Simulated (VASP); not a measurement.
# Hf11Si13 in VASP: further runs, part 5 of 5

VASP 6.6.1. Earlier steps stand in the parts before.

## 6. Single point, PBE

Input file INCAR:

```
SYSTEM = Hf11Si13
  PREC = Accurate
  ENCUT = 520
  EDIFF = 1E-7
  ISMEAR = -1
  SIGMA = 0.05
  LREAL = Auto
  LASPH = .True.
  NELM = 60
  ALGO = Normal
  ISIF = 2
  LWAVE = .False.
  LCHARG = .False.
  GGA = PE
  NBANDS = 99
  ISYM = 0
```

Input file KPOINTS:

```
Automatic mesh
0
Gamma
  1 1 1
  0.25 0.25 0.25
```

Input file POSCAR:

```
Hf11Si13
1.0
    7.7410930000     -0.0769270000      0.2103670000
   -0.0769270000      7.9026600000      0.0117030000
    0.2103670000      0.0117030000      7.8669780000
Si Hf
13 11
Direct
    0.5471492666      1.0439837012      0.7404354136
    0.9570136312      0.3286177122      0.2314909360
    0.7688095474      0.9302764754      0.5756234244
    0.1225288032      0.5578268253      0.6464183243
    0.7123141566      0.9735635398      0.1347131000
    0.8112203916      0.6185690651      0.7777273416
    0.6810577421      0.3696625580      0.6697614719
    0.2880062755      0.2115701692      0.2896133659
    0.1677506214      0.4276458413      0.9452164561
    0.5619759600      0.6765998786      0.1542619739
    0.9459034771      0.2098691404      0.5685769078
    0.0048538100      0.1257078997      0.9416046109
    0.5006321409      0.5321479799      0.4973574085
    0.4379687050      0.8721435244      0.4244958028
    0.2832376736      0.2546844616      0.6640106999
    0.9402451726      0.6929780496      0.0713771567
    0.0227717035      0.9863870826      0.3183813272
    0.2421857949      0.5701854597      0.2980262841
    0.0981544485      0.8718406540      0.7072942611
    0.8545189731      0.6130863410      0.4430212539
    0.3481641372      0.9814803990      0.0265173603
    0.6306421868      0.2267636557      0.3752319989
    0.4459577534      0.6586660680      0.8080153315
    0.6384145820      0.3519960091      1.0011567632
```

Potentials or basis: VASP PAW PBE potentials, release 64 (Si, Hf_pv).

Command:

```console
cat potpaw_PBE.64/Si/POTCAR potpaw_PBE.64/Hf_pv/POTCAR > POTCAR
mpirun -np 1 vasp_std > vasp.out
```

OUTCAR:

```text
SYSTEM = Hf11Si13
   PREC = Accurate
   ENCUT = 520
   EDIFF = 1E-7
   ISMEAR = -1
   LREAL = Auto
   LASPH = .True.
   NELM = 60
   ISIF = 2
   GGA = PE
   ISYM = 0

 ion  position               nearest neighbor table
   1  0.547  0.044  0.740-   3 2.29  21 2.70  15 2.75   7 2.80  14 2.99  23 3.17  22 3.24  24 3.28

   2  0.957  0.329  0.231-   8 2.80  12 2.80  11 2.81   9 2.81  22 2.81  17 2.85  20 2.90  18 2.96
                            24 3.15  16 3.15
   3  0.769  0.930  0.576-   1 2.29  11 2.58  17 2.77  20 2.80  19 2.85  14 2.91   6 2.96  22 3.06
[... 5 lines left out ...]
   6  0.811  0.619  0.778-   7 2.37   4 2.62  16 2.63  20 2.64  23 2.85   3 2.96  24 2.99  19 2.99

   7  0.681  0.370  0.670-   6 2.37  13 2.39  11 2.52  24 2.61  22 2.63   1 2.80  20 2.88  23 3.11
                            15 3.20
   8  0.288  0.212  0.290-  17 2.69  22 2.77  21 2.79   2 2.80  18 2.86  15 2.97  14 3.15
   9  0.168  0.428  0.945-   4 2.61  12 2.68  15 2.72   2 2.81  16 2.91  23 2.95  18 3.08
  10  0.562  0.677  0.154-   5 2.60  14 2.77  18 2.78  24 2.90  23 2.92  13 2.94  16 2.97  21 3.14
                            20 3.34
  11  0.946  0.210  0.569-   7 2.52   3 2.58  17 2.70  15 2.77   2 2.81  22 2.95  12 3.07   4 3.12
                            19 3.16  20 3.43
  12  0.005  0.126  0.942-   9 2.68   2 2.80  19 2.81   5 2.90  21 3.02  11 3.07  15 3.14  17 3.17
                            24 3.40
  13  0.501  0.532  0.497-   7 2.39  18 2.63  23 2.66  22 2.79  14 2.80  20 2.81  10 2.94  15 2.99
                             4 3.11
  14  0.438  0.872  0.424-  10 2.77  13 2.80   3 2.91   1 2.99  18 3.00   5 3.12   8 3.15  22 3.16
                            19 3.35  21 3.36  23 3.46  17 3.50  15 3.75  20 3.86
  15  0.283  0.255  0.664-   9 2.72   4 2.73   1 2.75  11 2.77   8 2.97  13 2.99  12 3.14   7 3.20
                            19 3.33  22 3.44  23 3.62  21 3.64  14 3.75  18 3.83
  16  0.940  0.693  0.071-   6 2.63   5 2.89   9 2.91  10 2.97  20 3.03  17 3.11   2 3.15  18 3.18
                            19 3.35  24 3.60  21 3.86
  17  0.023  0.986  0.318-   8 2.69  11 2.70   3 2.77   2 2.85   5 2.87  16 3.11  12 3.17  19 3.28
                            21 3.32  20 3.33  14 3.50  22 3.62  18 3.73
  18  0.242  0.570  0.298-  13 2.63  10 2.78   4 2.85   8 2.86   2 2.96  14 3.00   9 3.08  20 3.18
                            16 3.18  17 3.73  15 3.83
  19  0.098  0.872  0.707-   4 2.54  12 2.81   3 2.85   6 2.99  11 3.16  17 3.28  15 3.33  23 3.34
                            16 3.35  14 3.35  21 3.36  20 3.52
  20  0.855  0.613  0.443-   6 2.64   4 2.73   3 2.80  13 2.81   7 2.88   2 2.90  16 3.03  18 3.18
                            17 3.33  10 3.34  11 3.43  19 3.52  22 3.54  14 3.86
  21  0.348  0.981  0.027-   1 2.70   8 2.79   5 2.99  12 3.02  10 3.14  23 3.16  17 3.32  19 3.36
                            14 3.36  15 3.64  24 3.65  16 3.86
  22  0.631  0.227  0.375-   7 2.63   8 2.77  13 2.79   2 2.81   5 2.82  11 2.95   3 3.06  24 3.10
                            14 3.16   1 3.24  15 3.44  20 3.54  17 3.62
  23  0.446  0.659  0.808-  13 2.66   6 2.85  10 2.92   9 2.95   4 2.97   7 3.11  21 3.16   1 3.17
                            24 3.28  19 3.34  14 3.46  15 3.62
  24  0.638  0.352  0.001-   7 2.61  10 2.90   6 2.99  22 3.10   2 3.15   5 3.24   1 3.28  23 3.28
                            12 3.40  16 3.60  21 3.65

IMPORTANT INFORMATION: All symmetrisations will be switched off!
NOSYMM: (Re-)initialisation of all symmetry stuff for point group C_1.

----------------------------------------------------------------------------------------

                                     Primitive cell

  volume of cell :     480.8664

  direct lattice vectors                    reciprocal lattice vectors
     7.741093000 -0.076927000  0.210367000     0.129287284  0.001263646 -0.003459088
    -0.076927000  7.902660000  0.011703000     0.001263646  0.126552301 -0.000222051
     0.210367000  0.011703000  7.866978000    -0.003459088 -0.000222051  0.127206441

  length of vectors
[... 91 lines left out ...]
   NGXF,Y,Z  is equivalent  to a cutoff of  25.76, 25.24, 25.35 a.u.
 SYSTEM =  Hf11Si13
   PREC   = accura    normal or accurate (medium, high low for compatibility)
   ISTART =      0    job   : 0-new  1-cont  2-samecut
   ICHARG =      2    charge: 1-file 2-atom 10-const
   ISPIN  =      1    spin polarized calculation?
   LNONCOLLINEAR =      F non collinear calculations
   LSORBIT =      F    spin-orbit coupling
   LASPH  =      T    aspherical Exc in radial PAW
   ENCUT  =  520.0 eV  38.22 Ry    6.18 a.u.  14.40 14.69 14.63*2*pi/ulx,y,z
   NELM   =     60;   NELMIN=  2; NELMDL= -5     # of ELM steps
   EDIFF  = 0.1E-06   stopping-criterion for ELM
   LREAL  =      T    real-space projection
   EDIFFG = 0.1E-05   stopping-criterion for IOM
   NSW    =      0    number of steps for IOM
   IBRION =     -1    ionic relax: 0-MD 1-quasi-New 2-CG
   NFREE  =      0    steps in history (QN), initial steepest desc. (CG)
   ISIF   =      2    stress and relaxation
   ISYM   =      0    0-nonsym 1-usesym 2-fastsym
   POTIM  = 0.5000    time-step for ionic-motion
   TEBEG  =    0.0;   TEEND  =   0.0 temperature during run
   PSTRESS=    0.0 pullay stress
   NELECT =     162.0000    total number of electrons
   NUPDOWN=      -1.0000    fix difference up-down
   EMIN   =  10.00;   EMAX   =-10.00  energy-range for DOS
   EFERMI =   0.00;   METHOD = LEGACY
   ISMEAR =    -1;   SIGMA  =   0.05  broadening in eV -4-tet -1-fermi 0-gaus
   EFERMI_NEDOS =   21; number of points for ismear=-14 and -15
   IALGO  =     38    algorithm
   IMIX   =      4    mixing-type and parameters
     AMIX     =   0.40;   BMIX     =  1.00
     AMIX_MAG =   1.60;   BMIX_MAG =  1.00
  volume/ion in A,a.u.               =      20.04       135.21
  Fermi-wavevector in a.u.,A,eV,Ry     =   1.139126  2.152636 17.655022  1.297608
  Thomas-Fermi vector in A             =   2.275830
   LORBIT       =      0    0 simple, 1 ext, 2 COOP (PROOUT), +10 PAW based schemes
   GGA     = PE    functional components
   LHFCALC =     F    Hartree Fock is set to
   AEXX    =    0.0000 exact exchange contribution
   IVDW    =     0    specifies the selected vdW correction
   LEPSILON=     F    determine dielectric tensor
   LRPA    =     F    only Hartree local field effects (RPA)
 non-spin polarized calculation
  energy-cutoff  :      520.00
  volume of cell :      480.87
 maximum number of plane-waves:     12936
 NGX is ok and might be reduce to    60
   NGX = 29   NGY = 29   NGZ = 29

 number of electron     162.0000000 magnetization

 Free energy of the ion-electron system (eV)
  ---------------------------------------------------
  ext. energy  EPLUGINS =         0.00000000
  ---------------------------------------------------
  free energy    TOTEN  =      -182.84176609 eV

  energy without entropy =     -182.73605434  energy(sigma->0) =     -182.78891021

 E-fermi :   6.0162     XC(G=0): -10.7238

 val. band max:        5.9322912661   @ k =   0.2500   0.2500   0.2500
 cond. band min:       6.1001587003   @ k =   0.2500   0.2500   0.2500
 fundamental gap:      0.1678674342
 Fermi energy:         6.0161569765

 k-point     1 :       0.2500    0.2500    0.2500
  band No.  band energies     occupation
      1     -25.4925      2.00000
      2     -25.3519      2.00000
      3     -25.2737      2.00000
      4     -25.0896      2.00000
      5     -25.0813      2.00000
      6     -25.0656      2.00000
[... 85 lines left out ...]
     92       7.2093      0.00000
     93       7.3147      0.00000
 [bands above 93 left out]

------------------------ aborting loop because EDIFF is reached ----------------------------------------

  FORCE on cell =-STRESS in cart. coord.  units (eV):
  Direction    XX          YY          ZZ          XY          YZ          ZX
  --------------------------------------------------------------------------------------
  -------------------------------------------------------------------------------------
  Total      -35.0355703    -25.9568917    -13.3097966      0.8624501      3.4719419     -2.9765907
  in kB     -116.7334466    -86.4846042    -44.3463148      2.8735589     11.5680078     -9.9175692
  external PRESSURE =     -82.5214552 kB  Pullay stress =       0.0000000 kB

 VOLUME and BASIS-vectors are now :
 -----------------------------------------------------------------------------
  energy-cutoff  :      520.00
  volume of cell :      480.87
      direct lattice vectors                 reciprocal lattice vectors
     7.741093000 -0.076927000  0.210367000     0.129287284  0.001263646 -0.003459088
    -0.076927000  7.902660000  0.011703000     0.001263646  0.126552301 -0.000222051
     0.210367000  0.011703000  7.866978000    -0.003459088 -0.000222051  0.127206441

 POSITION                                       TOTAL-FORCE (eV/Angst)
 -----------------------------------------------------------------------------------
      4.38791      0.31416      5.94061        -0.567742      0.027736      0.016813
      7.43175      2.52604      2.02630        -0.141977      0.067451     -0.485835
      6.00096      7.29925      4.70104         0.239947     -0.357460     -0.407451
      1.04158      4.40645      5.11766         0.672812     -1.004269     -0.122326
      5.46754      7.64052      1.22103        -0.206359      0.340380     -0.069914
      6.39576      4.83504      6.29626         0.626614      0.462476      0.538826
[... 16 lines left out ...]
      3.57151      5.18036      6.45816        -0.194133      0.206794      0.223193
      4.91519      2.73261      0.14752        -0.105931     -0.237288      0.380348
 -----------------------------------------------------------------------------------
    total drift:                               -0.010993     -0.006873     -0.002449

  FREE ENERGIE OF THE ION-ELECTRON SYSTEM (eV)
  ---------------------------------------------------
  free  energy   TOTEN  =      -182.8417660875 eV

  energy  without entropy=     -182.7360543396  energy(sigma->0) =     -182.78891021
```

It took 2.1 min on 1 thread of Intel Xeon Platinum 8259CL at 2.50GHz (Skylake/Cascade Lake), shared host; peak memory 0.47 GiB.

What came out:

| Property | Result |
| --- | --- |
| Free energy | -182.8418 eV |
| Pressure | -8.3 GPa |
| Largest force | 1.215 eV/Å |
| Band gap on the k mesh | 0.17 eV |

Forces on the atoms (eV/Å):
```
Si  -0.568  0.028  0.017
Si  -0.142  0.067 -0.486
Si   0.240 -0.357 -0.407
Si   0.673 -1.004 -0.122
Si  -0.206  0.340 -0.070
Si   0.627  0.462  0.539
Si  -0.167 -0.361  0.759
Si   0.477  0.308 -0.074
Si   0.469 -0.158  0.223
Si   0.299 -0.051 -0.022
Si  -0.132  0.073  0.127
Si   0.249  0.211  0.375
Si  -0.537  0.111 -0.124
Hf   0.033  0.765  0.189
Hf   0.298  0.016 -0.189
Hf  -0.419 -0.017 -0.037
Hf  -0.254 -0.249 -0.787
Hf  -0.108 -0.592 -0.283
Hf  -0.003  0.656  0.009
Hf  -0.975 -0.366 -0.447
Hf   0.048  0.217  0.619
Hf   0.400 -0.068 -0.411
Hf  -0.194  0.207  0.223
Hf  -0.106 -0.237  0.380
```

Levels at points of the mesh, in eV from the valence-band top:
```tsv
k point	band 78	band 79	band 80	band 81	band 82	band 83	band 84	band 85
(0.25, 0.25, 0.25)	-0.35	-0.30	-0.12	0.00	0.17	0.29	0.40	0.47
```

Caveat: the k points lie up to 0.81 Å⁻¹ apart; spin-orbit coupling is left out, which moves the levels of the heavy elements.

## 7. Single point, PBE

Input file INCAR:

```
SYSTEM = Hf11Si13
ALGO = Normal
EDIFF = 1E-7
ENCUT = 520
GGA = PE
ISIF = 2
ISMEAR = -1
ISYM = 0
LASPH = .True.
LCHARG = .False.
LREAL = Auto
LWAVE = .False.
NBANDS = 99
NELM = 100
PREC = Accurate
SIGMA = 0.05
```

KPOINTS is that of step 6.

Input file POSCAR:

```
Hf11Si13
1.0
    7.7410930000     -0.0769270000      0.2103670000
   -0.0769270000      7.9026600000      0.0117030000
    0.2103670000      0.0117030000      7.8669780000
Si Hf
13 11
Direct
    0.5464351415      1.0497812304      0.7537792134
    0.9491199279      0.3485900924      0.1954173430
    0.7594894517      0.9324312466      0.5702922062
    0.1373147040      0.5445945569      0.6496272301
    0.7096725591      0.9916129822      0.1276366180
    0.8179289740      0.6420825431      0.7736300322
    0.6631807609      0.3609722687      0.6849865596
    0.3196593648      0.2128622044      0.2876876091
    0.2118690061      0.4059255812      0.9537377892
    0.5669816024      0.6996869921      0.1522506284
    0.9403120665      0.2282538364      0.5884750303
    0.0301795846      0.1291919728      0.9394504825
    0.4627704209      0.5318100956      0.5134725941
    0.4255288584      0.8743245254      0.4285401015
    0.2825818386      0.2522164668      0.6565999571
    0.9385323576      0.6952806343      0.0689584863
    0.0224783505      0.9955808074      0.3142415060
    0.2345947952      0.5697410587      0.2753822773
    0.1092671676      0.8820924245      0.6966654370
    0.8505217447      0.6116796058      0.4377623537
    0.3412152400      0.9731461406      0.0286751589
    0.6421479283      0.2286626757      0.3794012424
    0.4409582882      0.6553138337      0.8117728040
    0.6381871238      0.3584957261      1.0091417586
```

Command:

```console
cat potpaw_PBE.64/Si/POTCAR potpaw_PBE.64/Hf_pv/POTCAR > POTCAR
mpirun -np 1 vasp_std > vasp.out
```

It took 2 min on 1 thread of Intel Xeon Platinum 8259CL at 2.50GHz (Skylake/Cascade Lake), shared host; peak memory 0.47 GiB.

Results (log left out):

* Free energy: -183.2536 eV
* Pressure: -8.6 GPa
* Largest force: 1.348 eV/Å
* Band gap on the k mesh: 0.15 eV

Forces on the atoms (eV/Å):
```
Si  -0.124 -0.291 -0.319
Si  -0.298 -0.207  0.002
Si   0.320 -0.296 -0.184
Si  -0.501  0.703 -0.616
Si   0.212 -0.219 -0.002
Si   0.043 -0.132 -0.174
Si   0.143  0.632 -0.253
Si  -0.306  0.130 -0.395
Si   0.273 -0.029  0.881
Si   0.040 -0.344  0.017
Si  -0.164 -0.303 -0.218
Si  -0.085  0.128  0.496
Si   0.348 -0.142 -0.979
Hf   0.386  0.623  0.256
Hf   0.465 -0.714 -0.380
Hf  -0.319  0.398  0.143
Hf   0.187  0.616 -0.582
Hf   0.542 -0.425 -0.144
Hf  -0.449 -0.631  0.184
Hf  -0.978 -0.455 -0.126
Hf   0.025  0.416  0.433
Hf   0.806  0.161  0.135
Hf   0.376  0.624  1.134
Hf  -0.942 -0.242  0.690
```

Stress tensor (GPa, compression positive):
```
-11.38  -0.52  -0.23
 -0.52  -9.94   1.30
 -0.23   1.30  -4.44
```

Levels at points of the mesh, in eV from the valence-band top:
| k point | band 77 | band 78 | band 79 | band 80 | band 81 | band 82 | band 83 | band 84 | band 85 | band 86 |
| --- | --- | --- | --- | --- | --- | --- | --- | --- | --- | --- |
| (0.25, 0.25, 0.25) | -0.59 | -0.37 | -0.31 | -0.15 | 0.00 | 0.15 | 0.31 | 0.38 | 0.41 | 0.54 |

Caveat: the k points lie up to 0.81 Å⁻¹ apart; spin-orbit coupling is left out, which moves the levels of the heavy elements.
